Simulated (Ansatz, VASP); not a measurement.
**BN in VASP and in Ansatz**

Contents of POSCAR:

```
BN
1.0
    0.0000000000      1.8048245542      1.8048245542
    1.8048245542      0.0000000000      1.8048245542
    1.8048245542      1.8048245542      0.0000000000
B N
1 1
Direct
    0.0000000000      0.0000000000      0.0000000000
    0.2500000000      0.2500000000      0.2500000000
```

The input INCAR.step1:

```
PREC     = Accurate       # precision mode
ENCUT    = 520            # plane-wave cutoff, eV
EDIFF    = 1E-5           # SCF threshold, eV
ISMEAR   = 0              # smearing method
SIGMA    = 0.01           # smearing width, eV
LREAL    = F              # projectors in reciprocal space
LASPH    = T              # aspherical terms in the spheres
NELM     = 100            # most SCF steps
ALGO     = Normal         # electronic algorithm
ISIF     = 2              # what is computed and relaxed
LWAVE    = T              # write WAVECAR
LCHARG   = F              # write CHGCAR
NBANDS   = 11             # bands
GGA      = PE             # functional
```

Contents of INCAR.step2:

```
PREC     = Accurate       # precision mode
ENCUT    = 520            # plane-wave cutoff, eV
EDIFF    = 1E-6           # SCF threshold, eV
ISMEAR   = 0              # smearing method
SIGMA    = 0.01           # smearing width, eV
LREAL    = F              # projectors in reciprocal space
LASPH    = T              # aspherical terms in the spheres
NELM     = 100            # most SCF steps
ALGO     = Normal         # electronic algorithm
ISIF     = 2              # what is computed and relaxed
LWAVE    = F              # write WAVECAR
LCHARG   = F              # write CHGCAR
GGA      = PE             # functional
LHFCALC  = T              # exact exchange
AEXX     = 1.0            # exact-exchange fraction
PRECFOCK = Normal       
NBANDS   = 11             # bands
ISTART   = 1            
ALDAC    = 1.0          
AGGAC    = 1.0
```

KPOINTS

```
regular mesh
0
Gamma
  6 6 6
```

Input for Ansatz:

```yaml
crystal:
  lattice:
    - [0.0, 1.8048245542, 1.8048245542]
    - [1.8048245542, 0.0, 1.8048245542]
    - [1.8048245542, 1.8048245542, 0.0]
  atoms:
    - { symbol: B, position: [0.0, 0.0, 0.0] }
    - { symbol: "N", position: [0.25, 0.25, 0.25] }
kpoints:
  mp_grid: { grid: [6, 6, 6] }
hamiltonian:
  xc: { exchange: pbe, correlation: pbe, exx: { coeff: 1.0 } }
scf:
  occupations: { method: fixed }
  n_extra_bands: 4
output:
  forces: true
  stress: true
  eigenvalues: true
```

Alike in both runs: task single point; functional PBE-based global hybrid with a share of 1.0 of exact exchange; k mesh 6 × 6 × 6; no spin polarisation.

```csv
,VASP,Ansatz
version,VASP 6.6.1,Ansatz 0.2.0
potentials or method,"VASP PAW PBE potentials, release 64 (B, N)",plane waves
plane-wave cutoff (eV),520,420
occupations,"gaussian, width 0.01 eV",fixed
valence electrons in the cell,8,8
```

Ansatz gave:

* gap on the k mesh at the Fermi level (eV): 13.15
* pressure (GPa): -28.4

**Question.** Which values does VASP return?

**Answer.** gap on the k mesh at the Fermi level (eV): 13.20; pressure (GPa): -28.0.

VASP's potentials were made for PBE, not for PBE-based global hybrid. Ansatz's warnings: stress exchange threshold loose, stress scf threshold loose.

The k mesh is coarse, so the values compare programs but aren't converged.
